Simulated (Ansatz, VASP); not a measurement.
**One calculation of CuPd, two programs**

```xyz
2
Lattice="3.0466 0.0000 0.0000 0.0000 3.0466 0.0000 0.0000 0.0000 3.0466" Properties=species:S:1:pos:R:3 pbc="T T T"
Cu    0.0000    0.0000    0.0000
Pd    1.5233    1.5233    1.5233
```

Change from the starting cell: volume scaled by 1.06.

Alike in both runs: task single point; functional PBEsol; k mesh 14 × 14 × 14; occupations fermi-dirac, width 0.05 eV; no spin polarisation.

```csv
,VASP,Ansatz
version,VASP 6.6.1,Ansatz 0.2.0
potentials or method,"VASP PAW PBE potentials, release 64 (Cu, Pd), cutoff 520 eV","all-electron LAPW, scalar-relativistic"
```

```csv
,VASP,Ansatz,Ansatz less VASP
pressure (GPa),-12.3,-12.6,-0.24
```

VASP's potentials were made for PBE, not for PBEsol. Ansatz ran all-electron here, and VASP with PAW potentials.
